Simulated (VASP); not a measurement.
# Mg (Pm-3n) in VASP: further runs

Mg is run at these levels: RPBE; tasks: single point, relaxation of cell and atoms.

All numbers are computed with VASP 6.6.1; they aren't measurements. Logs are shortened: lines on timing, memory, paths and dates and some standing lists are left out, and cuts for length are marked.

## Step 1: The cell of the first run

The structure is cubic, space group Pm-3n (No. 223). Conventional cell: a = 5.789 Å, b = 5.789 Å, c = 5.789 Å, α = 90.00°, β = 90.00°, γ = 90.00°. Mg (site symmetry m-3) has 12 Mg at 3.24 Å within 4.3 Å. Within 3.8 Å of Mg (site symmetry -4m2) lie 14 Mg at 2.89 to 3.54 Å.

## Step 2: Single point, RPBE

INCAR reads:

```
  PREC = Accurate
  ENCUT = 520
  EDIFF = 1E-7
  ISMEAR = -1
  SIGMA = 0.1
  LREAL = False
  LASPH = True
  NELM = 100
  ALGO = Normal
  ISIF = 2
  LWAVE = False
  LCHARG = False
  GGA = RP
  NBANDS = 18
```

KPOINTS reads:

```
regular mesh
0
Gamma
  5 5 5
```

POSCAR reads:

```
Mg
1.0
    5.7885061458      0.0000000000      0.0000000000
    0.0000000000      5.7885061458      0.0000000000
    0.0000000000      0.0000000000      5.7885061458
Mg
8
Direct
    1.0000000000      0.0000000000      1.0000000000
    0.5000000000      0.5000000000      0.5000000000
    0.2500000000      1.0000000000      0.5000000000
    0.7500000000      1.0000000000      0.5000000000
    0.5000000000      0.2500000000      0.0000000000
    0.5000000000      0.7500000000      0.0000000000
    0.0000000000      0.5000000000      0.2500000000
    0.0000000000      0.5000000000      0.7500000000
```

Potentials or basis: VASP PAW PBE potentials, release 64 (Mg).

The run is started by

```console
$ cat potpaw_PBE.64/Mg/POTCAR > POTCAR
$ mpirun -np 1 vasp_std > vasp.out
```

OUTCAR:

```text
PREC = Accurate
   ENCUT = 520
   EDIFF = 1E-7
   ISMEAR = -1
   LREAL = False
   LASPH = True
   NELM = 100
   ISIF = 2
   GGA = RP

 ion  position               nearest neighbor table
   1  0.000  0.000  0.000-   3 3.24   4 3.24   5 3.24   6 3.24   7 3.24   8 3.24   3 3.24   4 3.24
                             7 3.24   8 3.24   5 3.24   6 3.24
   2  0.500  0.500  0.500-   3 3.24   4 3.24   5 3.24   6 3.24   7 3.24   8 3.24   5 3.24   6 3.24
                             3 3.24   4 3.24   7 3.24   8 3.24
   3  0.250  0.000  0.500-   4 2.89   4 2.89   1 3.24   1 3.24   2 3.24   2 3.24   5 3.54   6 3.54
                             6 3.54   5 3.54   8 3.54   7 3.54   8 3.54   7 3.54
   4  0.750  0.000  0.500-   3 2.89   3 2.89   1 3.24   1 3.24   2 3.24   2 3.24   5 3.54   6 3.54
                             6 3.54   5 3.54   8 3.54   7 3.54   8 3.54   7 3.54
   5  0.500  0.250  0.000-   6 2.89   6 2.89   1 3.24   2 3.24   2 3.24   1 3.24   3 3.54   4 3.54
                             3 3.54   4 3.54   8 3.54   7 3.54   7 3.54   8 3.54
   6  0.500  0.750  0.000-   5 2.89   5 2.89   1 3.24   2 3.24   2 3.24   1 3.24   3 3.54   4 3.54
                             3 3.54   4 3.54   8 3.54   7 3.54   7 3.54   8 3.54
   7  0.000  0.500  0.250-   8 2.89   8 2.89   1 3.24   2 3.24   1 3.24   2 3.24   3 3.54   4 3.54
                             5 3.54   3 3.54   4 3.54   6 3.54   5 3.54   6 3.54
   8  0.000  0.500  0.750-   7 2.89   7 2.89   1 3.24   2 3.24   1 3.24   2 3.24   3 3.54   4 3.54
                             5 3.54   3 3.54   4 3.54   6 3.54   5 3.54   6 3.54

  LATTYP: Found a simple cubic cell.
 ALAT       =     5.7885061458

  Lattice vectors:

 A1 = (   5.7885061458,   0.0000000000,   0.0000000000)
 A2 = (   0.0000000000,   5.7885061458,   0.0000000000)
 A3 = (   0.0000000000,   0.0000000000,   5.7885061458)

Analysis of symmetry for initial positions (statically):
=====================================================================
 Subroutine PRICEL returns:
 Original cell was already a primitive cell.

 Routine SETGRP: Setting up the symmetry group for a
 simple cubic supercell.

 Subroutine GETGRP returns: Found 48 space group operations
 (whereof 24 operations were pure point group operations)
 out of a pool of 48 trial point group operations.

The static configuration has the point symmetry T_h .
 The point group associated with its full space group is O_h .

Analysis of symmetry for dynamics (positions and initial velocities):
=====================================================================
 Subroutine PRICEL returns:
 Original cell was already a primitive cell.

 Routine SETGRP: Setting up the symmetry group for a
 simple cubic supercell.

 Subroutine GETGRP returns: Found 48 space group operations
 (whereof 24 operations were pure point group operations)
 out of a pool of 48 trial point group operations.

The dynamic configuration has the point symmetry T_h .
 The point group associated with its full space group is O_h .

 Subroutine INISYM returns: Found 48 space group operations
 (whereof 24 operations are pure point group operations),
 and found     1 'primitive' translations

----------------------------------------------------------------------------------------

                                     Primitive cell

  volume of cell :     193.9543

  direct lattice vectors                    reciprocal lattice vectors
     5.788506146  0.000000000  0.000000000     0.172756144  0.000000000  0.000000000
     0.000000000  5.788506146  0.000000000     0.000000000  0.172756144  0.000000000
     0.000000000  0.000000000  5.788506146     0.000000000  0.000000000  0.172756144

  length of vectors
     5.788506146  5.788506146  5.788506146     0.172756144  0.172756144  0.172756144

  position of ions in fractional coordinates (direct lattice)
     0.000000000  0.000000000  0.000000000
     0.500000000  0.500000000  0.500000000
     0.250000000  0.000000000  0.500000000
     0.750000000  0.000000000  0.500000000
     0.500000000  0.250000000  0.000000000
     0.500000000  0.750000000  0.000000000
     0.000000000  0.500000000  0.250000000
     0.000000000  0.500000000  0.750000000

  ion indices of the primitive-cell ions
   primitive index   ion index
                 1           1
                 2           2
                 3           3
                 4           4
                 5           5
                 6           6
                 7           7
                 8           8

----------------------------------------------------------------------------------------

 KPOINTS: regular mesh

Automatic generation of k-mesh.
 Grid dimensions read from file:
 generate k-points for:    5    5    5

 Generating k-lattice:

  Cartesian coordinates                     Fractional coordinates (reciprocal lattice)
     0.034551229  0.000000000  0.000000000     0.200000000  0.000000000  0.000000000
     0.000000000  0.034551229  0.000000000     0.000000000  0.200000000  0.000000000
     0.000000000  0.000000000  0.034551229     0.000000000  0.000000000  0.200000000

  Length of vectors
     0.034551229  0.034551229  0.034551229

  Shift w.r.t. Gamma in fractional coordinates (k-lattice)
     0.000000000  0.000000000  0.000000000

 Subroutine IBZKPT returns following result:
 ===========================================

 Found     10 irreducible k-points:

 Following reciprocal coordinates:
            Coordinates               Weight
  0.000000  0.000000  0.000000      1.000000
  0.200000  0.000000  0.000000      6.000000
  0.400000  0.000000  0.000000      6.000000
  0.200000  0.200000  0.000000     12.000000
  0.400000  0.200000  0.000000     24.000000
  0.400000  0.400000  0.000000     12.000000
  0.200000  0.200000  0.200000      8.000000
  0.400000  0.200000  0.200000     24.000000
  0.400000  0.400000  0.200000     24.000000
  0.400000  0.400000  0.400000      8.000000
   k-points           NKPTS =     10   k-points in BZ     NKDIM =     10   number of bands    NBANDS=     18
   number of dos      NEDOS =    301   number of ions     NIONS =      8
   total plane-waves  NPLWV = 110592
   dimension x,y,z NGX =    48 NGY =   48 NGZ =   48
   dimension x,y,z NGXF=    96 NGYF=   96 NGZF=   96
   ions per type =               8
   NGX,Y,Z   is equivalent  to a cutoff of  13.79, 13.79, 13.79 a.u.
   NGXF,Y,Z  is equivalent  to a cutoff of  27.57, 27.57, 27.57 a.u.
 SYSTEM =  unknown system
   PREC   = accura    normal or accurate (medium, high low for compatibility)
   ISTART =      0    job   : 0-new  1-cont  2-samecut
   ICHARG =      2    charge: 1-file 2-atom 10-const
   ISPIN  =      1    spin polarized calculation?
   LNONCOLLINEAR =      F non collinear calculations
   LSORBIT =      F    spin-orbit coupling
   LASPH  =      T    aspherical Exc in radial PAW
   ENCUT  =  520.0 eV  38.22 Ry    6.18 a.u.  10.76 10.76 10.76*2*pi/ulx,y,z
   NELM   =    100;   NELMIN=  2; NELMDL= -5     # of ELM steps
   EDIFF  = 0.1E-06   stopping-criterion for ELM
   LREAL  =      F    real-space projection
   EDIFFG = 0.1E-05   stopping-criterion for IOM
   NSW    =      0    number of steps for IOM
   IBRION =     -1    ionic relax: 0-MD 1-quasi-New 2-CG
   NFREE  =      0    steps in history (QN), initial steepest desc. (CG)
   ISIF   =      2    stress and relaxation
   ISYM   =      2    0-nonsym 1-usesym 2-fastsym
   POTIM  = 0.5000    time-step for ionic-motion
   TEBEG  =    0.0;   TEEND  =   0.0 temperature during run
   PSTRESS=    0.0 pullay stress
   NELECT =      16.0000    total number of electrons
   NUPDOWN=      -1.0000    fix difference up-down
   EMIN   =  10.00;   EMAX   =-10.00  energy-range for DOS
   EFERMI =   0.00;   METHOD = LEGACY
   ISMEAR =    -1;   SIGMA  =   0.10  broadening in eV -4-tet -1-fermi 0-gaus
   EFERMI_NEDOS =   21; number of points for ismear=-14 and -15
   IALGO  =     38    algorithm
   IMIX   =      4    mixing-type and parameters
     AMIX     =   0.40;   BMIX     =  1.00
     AMIX_MAG =   1.60;   BMIX_MAG =  1.00
  volume/ion in A,a.u.               =      24.24       163.61
  Fermi-wavevector in a.u.,A,eV,Ry     =   0.712659  1.346730  6.910162  0.507883
  Thomas-Fermi vector in A             =   1.800092
   LORBIT       =      0    0 simple, 1 ext, 2 COOP (PROOUT), +10 PAW based schemes
   GGA     = RP    functional components
   LHFCALC =     F    Hartree Fock is set to
   AEXX    =    0.0000 exact exchange contribution
   IVDW    =     0    specifies the selected vdW correction
   LEPSILON=     F    determine dielectric tensor
   LRPA    =     F    only Hartree local field effects (RPA)
 non-spin polarized calculation
  energy-cutoff  :      520.00
  volume of cell :      193.95
 maximum number of plane-waves:      5238
 NGX is ok and might be reduce to    48
   NGX = 21   NGY = 21   NGZ = 21

 number of electron      16.0000000 magnetization

 Free energy of the ion-electron system (eV)
  ---------------------------------------------------
  ext. energy  EPLUGINS =         0.00000000
  ---------------------------------------------------
  free energy    TOTEN  =       -10.41617934 eV

  energy without entropy =      -10.30425524  energy(sigma->0) =      -10.36021729

 E-fermi :   2.4500     XC(G=0):  -8.2233

 val. band max:        2.4492474684   @ k =   0.2000   0.2000   0.2000
 cond. band min:       2.5417156909   @ k =   0.4000   0.2000   0.2000
 fundamental gap:      0.0924682225
 Fermi energy:         2.4499967529

 k-point     1 :       0.0000    0.0000    0.0000
  band No.  band energies     occupation
      1      -4.2410      2.00000
      2       0.0873      2.00000
      3       0.0873      2.00000
      4       0.0968      2.00000
      5       0.2221      2.00000
      6       0.2221      2.00000
[... 10 lines left out ...]
     17       5.0155      0.00000
     18       5.0155      0.00000
[... 169 lines left out ...]
 k-point    10 :       0.4000    0.4000    0.4000
  band No.  band energies     occupation
      1      -2.1034      2.00000
      2      -1.2309      2.00000
      3      -1.2309      2.00000
      4      -1.2183      2.00000
      5      -0.3655      2.00000
      6      -0.3655      2.00000
[... 10 lines left out ...]
     17       6.8950      0.00000
     18       7.3179      0.00000

------------------------ aborting loop because EDIFF is reached ----------------------------------------

  FORCE on cell =-STRESS in cart. coord.  units (eV):
  Direction    XX          YY          ZZ          XY          YZ          ZX
  --------------------------------------------------------------------------------------
  -------------------------------------------------------------------------------------
  Total       -0.2104681     -0.2104681     -0.2104681      0.0000000      0.0000000      0.0000000
  in kB       -1.7385906     -1.7385906     -1.7385906      0.0000000      0.0000000      0.0000000
  external PRESSURE =      -1.7385906 kB  Pullay stress =       0.0000000 kB

 VOLUME and BASIS-vectors are now :
 -----------------------------------------------------------------------------
  energy-cutoff  :      520.00
  volume of cell :      193.95
      direct lattice vectors                 reciprocal lattice vectors
     5.788506146  0.000000000  0.000000000     0.172756144  0.000000000  0.000000000
     0.000000000  5.788506146  0.000000000     0.000000000  0.172756144  0.000000000
     0.000000000  0.000000000  5.788506146     0.000000000  0.000000000  0.172756144

 POSITION                                       TOTAL-FORCE (eV/Angst)
 -----------------------------------------------------------------------------------
      0.00000      0.00000      0.00000        -0.000000     -0.000000      0.000000
      2.89425      2.89425      2.89425        -0.000000     -0.000000      0.000000
      1.44713      0.00000      2.89425        -0.000000     -0.000000     -0.000000
      4.34138      0.00000      2.89425         0.000000     -0.000000     -0.000000
      2.89425      1.44713      0.00000         0.000000     -0.000000     -0.000000
      2.89425      4.34138      0.00000        -0.000000     -0.000000      0.000000
      0.00000      2.89425      1.44713        -0.000000      0.000000      0.000000
      0.00000      2.89425      4.34138        -0.000000      0.000000      0.000000
 -----------------------------------------------------------------------------------
    total drift:                               -0.000000      0.000000      0.000000

  FREE ENERGIE OF THE ION-ELECTRON SYSTEM (eV)
  ---------------------------------------------------
  free  energy   TOTEN  =       -10.4161793431 eV

  energy  without entropy=      -10.3042552379  energy(sigma->0) =      -10.36021729
```

Run time: 44 s. Hardware: 1 thread of Intel Xeon Platinum 8259CL at 2.50GHz (Skylake/Cascade Lake), shared host; peak memory 0.3 GiB.

What came out:

* Free energy: -10.4162 eV
* Pressure: -0.2 GPa
* Band gap on the k mesh: zero (band 8 reaches 3.88 eV, above the bottom of band 9 at 1.76 eV)

Levels at points of the mesh, in eV from the Fermi level:
```tsv
k point	band 6	band 7	band 8	band 9	band 10	band 11
(0.00, 0.00, 0.00)	-2.23	-2.23	1.43	1.43	1.50	1.50
```

Caveat: the PAW data sets were made with another functional, which shifts forces and pressure a little.

## Step 3: Single point, RPBE

INCAR reads:

```
SYSTEM = Mg
PREC = Accurate
ENCUT = 520
EDIFF = 1E-7
ISMEAR = -1
SIGMA = 0.1
LREAL = .FALSE.
LASPH = .TRUE.
NELM = 100
ALGO = Normal
ISIF = 2
LWAVE = .FALSE.
LCHARG = .TRUE.
GGA = RP
LELF = .TRUE.
LVHAR = .TRUE.
NBANDS = 18
```

KPOINTS reads:

```
Automatic mesh
0
G
  6 6 6
  0 0 0
```

POSCAR is that of step 2.

Potentials or basis: VASP PAW PBE potentials, release 64 (Mg).

The run is started by

```console
$ cat potpaw_PBE.64/Mg/POTCAR > POTCAR
$ mpirun -np 1 vasp_std > vasp.out
```

Run time: 85 s. Hardware: 1 thread of Intel Xeon Platinum 8259CL at 2.50GHz (Skylake/Cascade Lake), shared host; peak memory 0.32 GiB.

Results (log left out):

```
Free energy            : -10.4209 eV
Pressure               : -0.2 GPa
Band gap on the k mesh : zero (band 8 reaches 3.88 eV, above the bottom of band 9 at 1.39 eV)
```

Levels at points of the mesh, in eV from the Fermi level:
| k point | band 6 | band 7 | band 8 | band 9 | band 10 | band 11 |
| --- | --- | --- | --- | --- | --- | --- |
| (0.00, 0.00, 0.00) | -2.14 | -2.14 | 1.52 | 1.52 | 1.59 | 1.59 |
| (0.50, 0.00, 0.00) | -1.19 | -1.05 | -1.05 | -0.97 | -0.97 | 2.57 |
| (0.50, 0.50, 0.00) | -0.24 | -0.24 | -0.11 | -0.06 | 0.11 | 0.11 |
| (0.50, 0.50, 0.50) | -3.29 | -3.27 | -3.27 | 4.65 | 4.65 | 4.65 |

Caveat: the PAW data sets were made with another functional, which shifts forces and pressure a little.

[end of part 1 of 2]
